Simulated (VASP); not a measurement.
Input of a VASP 6.6.1 run:

INCAR

```
ALGO = Normal
EDIFF = 1E-6
ENCUT = 520
GGA = PE
ISIF = 2
ISMEAR = 0
LASPH = True
LCHARG = False
LREAL = False
LWAVE = False
NBANDS = 36
NELM = 100
PREC = Accurate
SIGMA = 0.1
```

KPOINTS

```
k-points
0
Gamma
  4 4 4
```

POSCAR

```
AlN
1.0
   -3.1005656500      3.6080121300      2.5267808700
    3.1005656500     -3.6080121300      2.5267808700
    3.1005656500      3.6080121300     -2.5267808700
Al N
6 6
Direct
    0.3449075300      0.3960025900      0.7409101200
    0.1550924700      0.8960025900      0.0510950600
    0.8449075300      0.1039974100      0.9489049400
    0.6550924700      0.6039974100      0.2590898800
    0.7500000000      0.2500000000      0.5000000000
    0.2500000000      0.7500000000      0.5000000000
    0.3449075300      0.1039974100      0.4489049400
    0.1550924700      0.6039974100      0.7590898800
    0.2500000000      0.2500000000      0.0000000000
    0.7500000000      0.7500000000      0.0000000000
    0.8449075300      0.3960025900      0.2409101200
    0.6550924700      0.8960025900      0.5510950600
```

Potentials or basis: VASP PAW PBE potentials, release 64 (Al, N).

Launch:

```sh
$ cat potpaw_PBE.64/Al/POTCAR potpaw_PBE.64/N/POTCAR > POTCAR
$ mpirun -np 1 vasp_std > vasp.out
```

Q: What does it give for the band gap on the k mesh?

A: 2.25 eV.

Q: Estimate the largest force.

A: 1.379 eV/Å.

Forces on the atoms (eV/Å):
```
Al   0.848  0.744  0.000
Al   0.848 -0.744  0.000
Al  -0.848  0.744  0.000
Al  -0.848 -0.744  0.000
Al   0.000  0.000  0.000
Al   0.000  0.000  0.000
N    0.429 -1.311  0.000
N    0.429  1.311  0.000
N    0.000  0.000  0.000
N    0.000  0.000  0.000
N   -0.429 -1.311  0.000
N   -0.429  1.311  0.000
```

Caveat: forces of over 1 eV/Å act on the atoms, so gaps and moduli don't describe the material at rest.
